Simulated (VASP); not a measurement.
# NbNO3 (R-3c) in VASP: further runs

The runs below take NbNO3 through single point, with PBE.

All numbers are computed with VASP 6.6.1; they aren't measurements. Logs are shortened: lines on timing, memory, paths and dates and some standing lists are left out, and cuts for length are marked.

**1. The cell of the first run**

The structure is trigonal, space group R-3c (No. 167). Conventional cell: a = 4.779 Å, b = 4.779 Å, c = 15.541 Å, α = 90.00°, β = 90.00°, γ = 120.00°. Within 2.5 Å of Nb (site symmetry -3) lie 6 O at 1.89 Å. N (site symmetry 32) has 12 O at 2.32 to 2.94 Å and 6 Nb at 3.05 Å within 3.1 Å. O (site symmetry 2) has 2 Nb at 1.89 Å and 2 N at 2.32 to 2.46 Å and 4 O at 2.39 Å within 2.5 Å.

**2. Single point, PBE**

The input, INCAR:

```
SYSTEM = NbNO3
  PREC = Accurate
  ENCUT = 520
  EDIFF = 1E-6
  ISMEAR = 1
  SIGMA = 0.0258
  LREAL = .False.
  LASPH = .True.
  NELM = 80
  ALGO = Normal
  ISIF = 2
  LWAVE = .False.
  LCHARG = .False.
  GGA = PE
  NBANDS = 47
```

The input, KPOINTS:

```
regular mesh
0
Gamma
  5 5 5
  0 0 0
```

The input, POSCAR:

```
NbNO3
1.0
    1.9457890000     -4.3651950000      0.0000000000
    0.0000000000      2.6162640000     -3.9995270000
    5.8693410000      0.0000000000      0.0000000000
Nb N O
2 2 6
Direct
    0.0000000000      0.0000000000      0.0000000000
    0.0000000000      0.5000000000      0.5000000000
    0.5000000000      0.7500000000      0.7500000000
    0.5000000000      0.2500000000      0.2500000000
    0.9860000000      0.7500000000      0.7500000000
    0.5000000000      0.2360000000      0.7500000000
    0.0140000000      0.2640000000      0.7500000000
    0.0140000000      0.2500000000      0.2500000000
    0.5000000000      0.7640000000      0.2500000000
    0.9860000000      0.7360000000      0.2500000000
```

Potentials or basis: VASP PAW PBE potentials, release 64 (Nb_sv, N, O).

The run is started by

```bash
> cat potpaw_PBE.64/Nb_sv/POTCAR potpaw_PBE.64/N/POTCAR potpaw_PBE.64/O/POTCAR > POTCAR
> mpirun -np 1 vasp_std > vasp.out
```

OUTCAR:

```text
SYSTEM = NbNO3
   PREC = Accurate
   ENCUT = 520
   EDIFF = 1E-6
   ISMEAR = 1
   LREAL = .False.
   LASPH = .True.
   NELM = 80
   ISIF = 2
   GGA = PE

 ion  position               nearest neighbor table
   1  0.000  0.000  0.000-   5 1.89   8 1.89   7 1.89  10 1.89   6 1.89   9 1.89
   2  0.000  0.500  0.500-   7 1.89  10 1.89   8 1.89   5 1.89   9 1.89   6 1.89
   3  0.500  0.750  0.750-
   4  0.500  0.250  0.250-
   5  0.986  0.750  0.750-   1 1.89   2 1.89
   6  0.500  0.236  0.750-   1 1.89   2 1.89
   7  0.014  0.264  0.750-   2 1.89   1 1.89
   8  0.014  0.250  0.250-   1 1.89   2 1.89
   9  0.500  0.764  0.250-   1 1.89   2 1.89
  10  0.986  0.736  0.250-   2 1.89   1 1.89

  LATTYP: Found a trigonal (rhomboedric) cell.
 ALAT       =     5.8693471667
 COS(alpha) =     0.6684818411

  Lattice vectors:

 A1 = (   3.9235520000,   1.7489310000,   3.9995270000)
 A2 = (   5.8693410000,   0.0000000000,   0.0000000000)
 A3 = (   3.9235520000,   4.3651950000,   0.0000000000)

Analysis of symmetry for initial positions (statically):
=====================================================================
 Subroutine PRICEL returns:
 Original cell was already a primitive cell.

 Routine SETGRP: Setting up the symmetry group for a
 trigonal (rhombohedral) supercell.

 Subroutine GETGRP returns: Found 12 space group operations
 (whereof  6 operations were pure point group operations)
 out of a pool of 12 trial point group operations.

The static configuration has the point symmetry S_6 .
 The point group associated with its full space group is D_3d.

Analysis of symmetry for dynamics (positions and initial velocities):
=====================================================================
 Subroutine PRICEL returns:
 Original cell was already a primitive cell.

 Routine SETGRP: Setting up the symmetry group for a
 trigonal (rhombohedral) supercell.

 Subroutine GETGRP returns: Found 12 space group operations
 (whereof  6 operations were pure point group operations)
 out of a pool of 12 trial point group operations.

The dynamic configuration has the point symmetry S_6 .
 The point group associated with its full space group is D_3d.

 Subroutine INISYM returns: Found 12 space group operations
 (whereof  6 operations are pure point group operations),
 and found     1 'primitive' translations

----------------------------------------------------------------------------------------

                                     Primitive cell

  volume of cell :     102.4712

  direct lattice vectors                    reciprocal lattice vectors
     1.945789000 -4.365195000  0.000000000     0.000000000 -0.229084840 -0.149854326
     0.000000000  2.616264000 -3.999527000     0.000000000  0.000000000 -0.250029566
     5.869341000  0.000000000  0.000000000     0.170376879  0.075945624  0.049679325

  length of vectors
     4.779228203  4.779231480  5.869341000     0.273744741  0.250029566  0.193038996

  position of ions in fractional coordinates (direct lattice)
     0.000000000  0.000000000  0.000000000
     1.000000000  0.500000000  0.500000000
     0.500000000  0.750000000  0.750000000
     0.500000000  0.250000000  0.250000000
     0.986000000  0.750000000  0.750000000
     0.500000000  0.236000000  0.750000000
     0.014000000  0.264000000  0.750000000
     0.014000000  0.250000000  0.250000000
     0.500000000  0.764000000  0.250000000
     0.986000000  0.736000000  0.250000000

  ion indices of the primitive-cell ions
   primitive index   ion index
                 1           1
                 2           2
                 3           3
                 4           4
                 5           5
                 6           6
                 7           7
                 8           8
                 9           9
                10          10

----------------------------------------------------------------------------------------

 KPOINTS: regular mesh

Automatic generation of k-mesh.
 Grid dimensions read from file:
 generate k-points for:    5    5    5

 Generating k-lattice:

  Cartesian coordinates                     Fractional coordinates (reciprocal lattice)
     0.000000000 -0.045816968 -0.029970865     0.200000000  0.000000000  0.000000000
     0.000000000  0.000000000 -0.050005913     0.000000000  0.200000000  0.000000000
     0.034075376  0.015189125  0.009935865     0.000000000  0.000000000  0.200000000

  Length of vectors
     0.054748948  0.050005913  0.038607799

  Shift w.r.t. Gamma in fractional coordinates (k-lattice)
     0.000000000  0.000000000  0.000000000

 Subroutine IBZKPT returns following result:
 ===========================================

 Found     19 irreducible k-points:

 Following reciprocal coordinates:
            Coordinates               Weight
  0.000000  0.000000  0.000000      1.000000
  0.200000  0.000000  0.000000      6.000000
  0.400000  0.000000  0.000000      6.000000
  0.000000  0.200000  0.000000      6.000000
  0.200000  0.200000  0.000000     12.000000
  0.400000  0.200000  0.000000      6.000000
[... 11 lines left out ...]
 -0.000000 -0.000000  0.400000      2.000000
 -0.200000 -0.000000  0.400000      6.000000
   k-points           NKPTS =     19   k-points in BZ     NKDIM =     19   number of bands    NBANDS=     47
   number of dos      NEDOS =    301   number of ions     NIONS =     10
   total plane-waves  NPLWV =  62208
   dimension x,y,z NGX =    36 NGY =   36 NGZ =   48
   dimension x,y,z NGXF=    72 NGYF=   72 NGZF=   96
   ions per type =               2   2   6
   NGX,Y,Z   is equivalent  to a cutoff of  12.52, 12.52, 13.60 a.u.
   NGXF,Y,Z  is equivalent  to a cutoff of  25.05, 25.05, 27.19 a.u.
 SYSTEM =  NbNO3
   PREC   = accura    normal or accurate (medium, high low for compatibility)
   ISTART =      0    job   : 0-new  1-cont  2-samecut
   ICHARG =      2    charge: 1-file 2-atom 10-const
   ISPIN  =      1    spin polarized calculation?
   LNONCOLLINEAR =      F non collinear calculations
   LSORBIT =      F    spin-orbit coupling
   LASPH  =      T    aspherical Exc in radial PAW
   ENCUT  =  520.0 eV  38.22 Ry    6.18 a.u.   8.89  8.89 10.91*2*pi/ulx,y,z
   NELM   =     80;   NELMIN=  2; NELMDL= -5     # of ELM steps
   EDIFF  = 0.1E-05   stopping-criterion for ELM
   LREAL  =      F    real-space projection
   EDIFFG = 0.1E-04   stopping-criterion for IOM
   NSW    =      0    number of steps for IOM
   IBRION =     -1    ionic relax: 0-MD 1-quasi-New 2-CG
   NFREE  =      0    steps in history (QN), initial steepest desc. (CG)
   ISIF   =      2    stress and relaxation
   ISYM   =      2    0-nonsym 1-usesym 2-fastsym
   POTIM  = 0.5000    time-step for ionic-motion
   TEBEG  =    0.0;   TEEND  =   0.0 temperature during run
   PSTRESS=    0.0 pullay stress
   NELECT =      72.0000    total number of electrons
   NUPDOWN=      -1.0000    fix difference up-down
   EMIN   =  10.00;   EMAX   =-10.00  energy-range for DOS
   EFERMI =   0.00;   METHOD = LEGACY
   ISMEAR =     1;   SIGMA  =   0.03  broadening in eV -4-tet -1-fermi 0-gaus
   EFERMI_NEDOS =   21; number of points for ismear=-14 and -15
   IALGO  =     38    algorithm
   IMIX   =      4    mixing-type and parameters
     AMIX     =   0.40;   BMIX     =  1.00
     AMIX_MAG =   1.60;   BMIX_MAG =  1.00
  volume/ion in A,a.u.               =      10.25        69.15
  Fermi-wavevector in a.u.,A,eV,Ry     =   1.455409  2.750325 28.820078  2.118216
  Thomas-Fermi vector in A             =   2.572447
   LORBIT       =      0    0 simple, 1 ext, 2 COOP (PROOUT), +10 PAW based schemes
   GGA     = PE    functional components
   LHFCALC =     F    Hartree Fock is set to
   AEXX    =    0.0000 exact exchange contribution
   IVDW    =     0    specifies the selected vdW correction
   LEPSILON=     F    determine dielectric tensor
   LRPA    =     F    only Hartree local field effects (RPA)
 non-spin polarized calculation
 Methfessel and Paxton  Order N= 1 SIGMA  =   0.03
  energy-cutoff  :      520.00
  volume of cell :      102.47
 maximum number of plane-waves:      2771
   NGX = 17   NGY = 17   NGZ = 21

 number of electron      72.0000014 magnetization

 Free energy of the ion-electron system (eV)
  ---------------------------------------------------
  ext. energy  EPLUGINS =         0.00000000
  ---------------------------------------------------
  free energy    TOTEN  =       -67.76982374 eV

  energy without entropy =      -67.76854721  energy(sigma->0) =      -67.76939823

 E-fermi :   4.8960     XC(G=0): -11.5131

 val. band max:        4.8885562971   @ k =  -0.4000   0.4000   0.2000
 cond. band min:       4.8979705432   @ k =  -0.2000   0.4000   0.0000
 fundamental gap:      0.0094142461
 Fermi energy:         4.8960235830

 k-point     1 :       0.0000    0.0000    0.0000
  band No.  band energies     occupation
      1     -49.9434      2.00000
      2     -49.9257      2.00000
      3     -26.6283      2.00000
      4     -26.3796      2.00000
      5     -26.3796      2.00000
      6     -26.2445      2.00000
[... 39 lines left out ...]
     46      11.2792      0.00000
     47      11.4363      0.00000

 k-point     2 :       0.2000    0.0000    0.0000
  band No.  band energies     occupation
      1     -49.9413      2.00000
      2     -49.9277      2.00000
      3     -26.5945      2.00000
      4     -26.3845      2.00000
      5     -26.3245      2.00000
      6     -26.3219      2.00000
[... 39 lines left out ...]
     46      10.9397      0.00000
     47      11.4580      0.00000

 k-point     3 :       0.4000    0.0000    0.0000
  band No.  band energies     occupation
      1     -49.9380      2.00000
      2     -49.9309      2.00000
      3     -26.5683      2.00000
      4     -26.4752      2.00000
      5     -26.3923      2.00000
      6     -26.2043      2.00000
[... 789 lines left out ...]
     46       9.7785      0.00000
     47      13.8013      0.00000

 k-point    19 :      -0.2000   -0.0000    0.4000
  band No.  band energies     occupation
      1     -49.9351      2.00000
      2     -49.9340      2.00000
      3     -26.4946      2.00000
      4     -26.4598      2.00000
      5     -26.3205      2.00000
      6     -26.2929      2.00000
[... 39 lines left out ...]
     46       9.6967      0.00000
     47      13.1712      0.00000

------------------------ aborting loop because EDIFF is reached ----------------------------------------

  FORCE on cell =-STRESS in cart. coord.  units (eV):
  Direction    XX          YY          ZZ          XY          YZ          ZX
  --------------------------------------------------------------------------------------
  -------------------------------------------------------------------------------------
  Total       22.4501466     22.9919052     23.0688114     -0.3013542     -0.0878562     -0.1971294
  in kB      351.0169909    359.4876026    360.6900623     -4.7117925     -1.3736671     -3.0821971
  external PRESSURE =     357.0648853 kB  Pullay stress =       0.0000000 kB

 VOLUME and BASIS-vectors are now :
 -----------------------------------------------------------------------------
  energy-cutoff  :      520.00
  volume of cell :      102.47
      direct lattice vectors                 reciprocal lattice vectors
     1.945789000 -4.365195000  0.000000000     0.000000000 -0.229084840 -0.149854326
     0.000000000  2.616264000 -3.999527000     0.000000000  0.000000000 -0.250029566
     5.869341000  0.000000000  0.000000000     0.170376879  0.075945624  0.049679325

 POSITION                                       TOTAL-FORCE (eV/Angst)
 -----------------------------------------------------------------------------------
      0.00000      0.00000      0.00000        -0.000000      0.000000      0.000000
      2.93467      1.30813     -1.99976        -0.000000      0.000000      0.000000
      5.37490     -0.22040     -2.99965        -0.000000      0.000000      0.000000
      2.44023     -1.52853     -0.99988        -0.000000      0.000000      0.000000
      6.32055     -2.34188     -2.99965        -0.290456      0.651612      0.000000
      5.37490     -1.56516     -0.94389        -0.000000     -0.390541      0.597027
      4.42925      0.62958     -1.05588         0.290456     -0.261071     -0.597027
      1.49458      0.59295     -0.99988         0.290456     -0.651612      0.000000
      2.44023     -0.18377     -3.05564        -0.000000      0.390541     -0.597027
      3.38588     -2.37851     -2.94365        -0.290456      0.261071      0.597027
 -----------------------------------------------------------------------------------
    total drift:                                0.000000      0.000000     -0.000000

  FREE ENERGIE OF THE ION-ELECTRON SYSTEM (eV)
  ---------------------------------------------------
  free  energy   TOTEN  =       -67.7698237355 eV

  energy  without entropy=      -67.7685472053  energy(sigma->0) =      -67.76939823
```

It took 61 s on 1 thread of Intel Xeon 6975P-C (Granite Rapids), shared host; peak memory 0.26 GiB.

Results:

- Free energy: -67.7698 eV
- Pressure: 35.7 GPa
- Largest force: 0.713 eV/Å
- Band gap on the k mesh: zero (band 36 reaches 5.26 eV, above the bottom of band 37 at 4.75 eV)

Forces in eV/Å, atoms in the order of the input:
```
Nb   0.000  0.000  0.000
Nb   0.000  0.000  0.000
N    0.000  0.000  0.000
N    0.000  0.000  0.000
O   -0.290  0.652  0.000
O    0.000 -0.391  0.597
O    0.290 -0.261 -0.597
O    0.290 -0.652  0.000
O    0.000  0.391 -0.597
O   -0.290  0.261  0.597
```

Stress tensor (GPa, compression positive):
```
35.10 -0.47 -0.31
-0.47 35.95 -0.14
-0.31 -0.14 36.07
```

Levels at points of the mesh, in eV from the Fermi level:
| k point | band 33 | band 34 | band 35 | band 36 | band 37 | band 38 | band 39 | band 40 |
| --- | --- | --- | --- | --- | --- | --- | --- | --- |
| (0.00, 0.00, 0.00) | -0.22 | -0.22 | -0.13 | 0.37 | 1.20 | 1.20 | 1.45 | 1.45 |

**3. Single point, PBE**

The input, INCAR:

```
  PREC = Accurate
  ENCUT = 520
  EDIFF = 1E-6
  ISMEAR = 1
  SIGMA = 0.0258
  LREAL = F
  LASPH = T
  NELM = 80
  ALGO = Normal
  ISIF = 2
  LWAVE = F
  LCHARG = T
  GGA = PE
  LELF = T
  LVHAR = T
  NBANDS = 47
```

The input, KPOINTS:

```
Automatic mesh
0
Gamma
  5 5 5
```

POSCAR is that of step 2.

Potentials or basis: VASP PAW PBE potentials, release 64 (Nb_sv, N, O).

The run is started by

```bash
> cat potpaw_PBE.64/Nb_sv/POTCAR potpaw_PBE.64/N/POTCAR potpaw_PBE.64/O/POTCAR > POTCAR
> mpirun -np 1 vasp_std > vasp.out
```

Run time: 55 s. Hardware: 1 thread of Intel Xeon 6975P-C (Granite Rapids), shared host; peak memory 0.27 GiB.

It converged, with:

- Free energy: -67.7698 eV
- Pressure: 35.7 GPa
- Largest force: 0.713 eV/Å
- Band gap on the k mesh: zero (band 36 reaches 5.26 eV, above the bottom of band 37 at 4.75 eV)

Forces in eV/Å, atoms in the order of the input:
```
Nb   0.000  0.000  0.000
Nb   0.000  0.000  0.000
N    0.000  0.000  0.000
N    0.000  0.000  0.000
O   -0.290  0.652  0.000
O    0.000 -0.391  0.597
O    0.290 -0.261 -0.597
O    0.290 -0.652  0.000
O    0.000  0.391 -0.597
O   -0.290  0.261  0.597
```

Stress tensor (GPa, compression positive):
```
35.10 -0.47 -0.31
-0.47 35.95 -0.14
-0.31 -0.14 36.07
```

Levels at points of the mesh, in eV from the Fermi level:
| k point | band 34 | band 35 | band 36 | band 37 | band 38 | band 39 |
| --- | --- | --- | --- | --- | --- | --- |
| (0.00, 0.00, 0.00) | -0.22 | -0.13 | 0.37 | 1.20 | 1.20 | 1.45 |
